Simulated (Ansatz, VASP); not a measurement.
MnO in VASP and in Ansatz

Contents of POSCAR:

```
MnO
1.0
    2.6723886600      0.0000000000      0.0000000000
    0.0000000000      2.6723886600      0.0000000000
    0.0000000000      0.0000000000      2.6723886600
Mn O
1 1
Direct
    0.0000000000      0.0000000000      0.0000000000
    0.5000000000      0.5000000000      0.5000000000
```

INCAR.step1

```
SYSTEM = MnO
PREC = Accurate
ENCUT = 520
EDIFF = 1E-5
ISMEAR = -1
SIGMA = 0.05
LREAL = .False.
LASPH = .True.
NELM = 150
ALGO = Normal
ISIF = 2
LWAVE = .True.
LCHARG = .False.
ISPIN = 2
MAGMOM = 4 0
LORBIT = 11
LMAXMIX = 4
NBANDS = 20
GGA = PE
```

File INCAR.step2:

```
SYSTEM = MnO
PREC = Accurate
ENCUT = 520
EDIFF = 1E-6
ISMEAR = -1
SIGMA = 0.05
LREAL = .False.
LASPH = .True.
NELM = 150
ALGO = Normal
ISIF = 2
LWAVE = .False.
LCHARG = .False.
ISPIN = 2
MAGMOM = 4 0
LORBIT = 11
LMAXMIX = 4
GGA = PE
LHFCALC = .True.
AEXX = 0.25
HFSCREEN = 0.3
PRECFOCK = Normal
NBANDS = 20
ISTART = 1
```

The input KPOINTS:

```
Automatic mesh
0
Gamma
  5 5 5
  0 0 0
```

File input.yaml:

```yaml
crystal:
  lattice:
    - [2.67238866, 0.0, 0.0]
    - [0.0, 2.67238866, 0.0]
    - [0.0, 0.0, 2.67238866]
  atoms:
    - { symbol: Mn, position: [0.0, 0.0, 0.0], spin: 4.0 }
    - { symbol: O, position: [0.5, 0.5, 0.5] }
hamiltonian:
  xc: { exchange: pbe, correlation: pbe, exx: { coeff: 0.25, omega: 0.3 } }
  pseudopotentials: { kind: paw }
magnetization:
  spin_polarized: true
kpoints:
  mp_grid: { grid: [5, 5, 5] }
  band_path:
    path:
      - [[0.0, 0.0, 0.0], [0.0, 0.5, 0.0], [0.5, 0.5, 0.0], [0.0, 0.0, 0.0], [0.5, 0.5, 0.5], [0.0, 0.5, 0.0]]
      - [[0.5, 0.5, 0.0], [0.5, 0.5, 0.5]]
    npoints: 4
scf:
  occupations: { method: fermi_dirac, width: 0.05 }
  n_extra_bands: 6
output:
  forces: true
  stress: true
  eigenvalues: true
  fatbands: false
```

Alike in both runs: functional PBE-based screened hybrid with a share of 0.25 of exact exchange and HFSCREEN = 0.3; k mesh 5 × 5 × 5; occupations fermi-dirac, width 0.05 eV; collinear spin.

|  | VASP | Ansatz |
| --- | --- | --- |
| version | VASP 6.6.1 | Ansatz 0.2.0 |
| potentials or method | VASP PAW PBE potentials, release 64 (Mn_pv, O) | Ansatz PAW |
| plane-wave cutoff (eV) | 520 | 420 |
| valence electrons in the cell | 19 | 21 |
| task | single point | band structure |

```tsv
	VASP	Ansatz	Ansatz less VASP
gap on the k mesh at the Fermi level (eV)	1.82	1.82	+0.002
least direct gap on the mesh (eV)	2.80	2.79	-0.006
pressure (GPa)	17.2	16.5	-0.74
net moment per atom (μB)	2.50	2.50	+0.003
size of the moment on the site where the two differ most (μB)	4.58	4.36	-0.219
```

VASP's potentials were made for PBE, not for PBE-based screened hybrid. Site moments also hang on the region over which each program counts them. VASP's potentials hold 19 valence electrons a cell and Ansatz's 21, so a difference there can come from the potentials and not from the codes.

The k mesh is coarse, so the values compare programs but aren't converged. Noted on Ansatz's run: the magnetic or orbital state may not be the lowest; the k mesh misses the band edges, so the gap on the mesh is wider than the one along the path.
